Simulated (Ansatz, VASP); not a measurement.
**One calculation of PtSe2, two programs**

File INCAR:

```
SYSTEM = PtSe2
PREC     = Accurate       ! precision mode
ENCUT    = 520            ! plane-wave cutoff, eV
EDIFF    = 1E-7           ! SCF threshold, eV
ISMEAR   = 0              ! smearing method
SIGMA    = 0.15           ! smearing width, eV
LREAL    = .FALSE.        ! projectors in reciprocal space
LASPH    = .TRUE.         ! aspherical terms in the spheres
NELM     = 80             ! most SCF steps
ALGO     = Normal         ! electronic algorithm
ISIF     = 2              ! what is computed and relaxed
LWAVE    = .FALSE.        ! write WAVECAR
LCHARG   = .TRUE.         ! write CHGCAR
GGA      = PS             ! functional
LELF     = .TRUE.         ! ELF
LVHAR    = .TRUE.       
NBANDS   = 18             ! bands
```

File KPOINTS:

```
regular mesh
0
G
  12 12 10
  0 0 0
```

The input POSCAR:

```
PtSe2
1.0
    4.0219206530      0.0000000000      0.0000000000
   -2.0109603265      3.4830854575      0.0000000000
    0.0000000000      0.0000000000      4.8595200000
Pt Se
1 2
Direct
    0.0000000000      0.0000000000      0.0000000000
    0.3333333333      0.6666666667      0.2500000000
    0.6666666667      0.3333333333      0.7500000000
```

Input for Ansatz:

```yaml
crystal:
  lattice:
    - [4.021920653, 0.0, 0.0]
    - [-2.0109603265, 3.4830854575, 0.0]
    - [0.0, 0.0, 4.85952]
  atoms:
    - { symbol: Pt, position: [0.0, 0.0, 0.0] }
    - { symbol: Se, position: [0.3333333333, 0.6666666667, 0.25] }
    - { symbol: Se, position: [0.6666666667, 0.3333333333, 0.75] }
basis:
  ecutwfc: 420
kpoints:
  mp_grid: { grid: [12, 12, 10] }
hamiltonian:
  xc: pbesol
scf:
  occupations: { method: gaussian, width: 0.15 }
output:
  forces: true
  stress: true
  eigenvalues: true
  write_density: true
  write_potential: true
  elf: true
  volumetric_format: npy
```

Change from the starting cell: strain +0.080 along x and y, -0.040 along z, atoms carried along.

Alike in both runs: task single point; functional PBEsol; k mesh 12 × 12 × 10; occupations gaussian, width 0.15 eV; no spin polarisation.

```csv
,VASP,Ansatz
version,VASP 6.6.1,Ansatz 0.2.0
potentials or method,"VASP PAW PBE potentials, release 64 (Pt, Se), cutoff 520 eV","scalar-relativistic, plane waves, PAW"
valence electrons in the cell,22,50
```

VASP gave:

* gap on the k mesh at the Fermi level (eV): none
* pressure (GPa): -12.1
* traceless stress, the component that is largest in VASP (GPa): 6.13
* rms of the force components (eV/Å): 0.270

**Question.** Which values does Ansatz return?

**Answer.** gap on the k mesh at the Fermi level (eV): none; pressure (GPa): -12.1; traceless stress, the component that is largest in VASP (GPa): 6.13; rms of the force components (eV/Å): 0.273.

VASP's potentials were made for PBE, not for PBEsol. Atom by atom the forces differ by 0.003 eV/Å (rms over components). A gap of «none» marks a metal or a gap that the smearing closes. With one functional, cell and mesh, what is left measures potentials, basis and numerics. VASP's potentials hold 22 valence electrons a cell and Ansatz's 50, so a difference there can come from the potentials and not from the codes.

Spin-orbit coupling is off throughout.
